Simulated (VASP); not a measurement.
## Al16N16F (a cell with a defect): single point with PBE

The system is Al16N16F (a cell with a defect).

```
Al N F
1.0
     6.26041    0.00000    0.00000
    -3.13021    5.42168    0.00000
     0.00000    0.00000   10.03612
Al N F
16 16 1
Direct
  0.33319 0.16770 0.25055
  0.16748 0.33478 0.50054
  0.33838 0.17029 0.74687
  0.16391 0.32764 0.00064
  0.33419 0.66819 0.25981
  0.16748 0.83491 0.50053
  0.33419 0.66820 0.75192
  0.16391 0.83847 0.00063
  0.83469 0.16770 0.25055
  0.66752 0.33486 0.49666
  0.83209 0.17029 0.74687
  0.66752 0.33486 0.99460
  0.83469 0.66920 0.25055
  0.66761 0.83491 0.50053
  0.83209 0.66400 0.74686
  0.67474 0.83847 0.00063
  0.33387 0.16805 0.44378
  0.17315 0.34613 0.20435
  0.34806 0.17513 0.93391
  0.16737 0.33457 0.69303
  0.33418 0.66819 0.45288
  0.17316 0.82923 0.20438
  0.33419 0.66820 0.94696
  0.16738 0.83501 0.69303
  0.83435 0.16805 0.44378
  0.66752 0.33487 0.19113
  0.82725 0.17513 0.93392
  0.66752 0.33486 0.68365
  0.83434 0.66851 0.44378
  0.65626 0.82923 0.20438
  0.82725 0.65432 0.93390
  0.66782 0.83501 0.69303
  0.00084 0.00150 0.06842
```

```yaml
Program: VASP 6.6.1
Task: single point
Functional: PBE
Potentials_or_basis: VASP PAW PBE potentials, release 64 (Al, N, F)
Cutoff: 520 eV
k_mesh: 1 × 1 × 1
Occupations: fermi-dirac, width 0.01 eV
Spin: no spin polarisation
```

```
Largest force : 0.017 eV/Å
```

Forces on the atoms (eV/Å):
```
Al  -0.004 -0.001 -0.002
Al   0.000  0.000  0.000
Al   0.000  0.000 -0.007
Al   0.000  0.017  0.000
Al   0.000  0.005  0.007
Al   0.000  0.001  0.000
Al   0.000  0.002 -0.002
Al   0.013 -0.009  0.001
Al   0.004 -0.001 -0.002
Al   0.000  0.003 -0.003
Al   0.000  0.000 -0.007
Al   0.000 -0.001  0.007
Al   0.000  0.003 -0.002
Al   0.000  0.001  0.000
Al   0.000  0.000 -0.003
Al  -0.013 -0.009  0.001
N    0.001  0.001  0.000
N    0.000 -0.002  0.000
N   -0.002 -0.001  0.005
N    0.000 -0.003  0.000
N    0.000 -0.001 -0.005
N   -0.001  0.000 -0.001
N    0.000 -0.001 -0.002
N   -0.003  0.001  0.000
N   -0.001  0.001  0.000
N    0.000  0.000 -0.006
N    0.002 -0.001  0.005
N    0.000  0.000  0.002
N    0.000 -0.002  0.000
N    0.001  0.000 -0.001
N    0.000  0.003  0.005
N    0.003  0.001  0.000
F    0.000 -0.003  0.012
```

Levels at points of the mesh, in eV from the Fermi level:
```tsv
k point	band 66	band 67	band 68	band 69	band 70	band 71
(0.00, 0.00, 0.00)	-0.39	-0.39	-0.26	3.56	4.67	4.67
```

Run time: 2 min on 1 thread of Intel Xeon 8259CL (shared host), peak memory 0.42 GiB.

Caveat: the k points lie up to 1.16 Å⁻¹ apart, too coarse for converged energies, forces and pressures; the cell carries a net charge on a neutralising background, which shifts energy and pressure; the cell is charged against a uniform background, so pressure and absolute levels hang on convention.
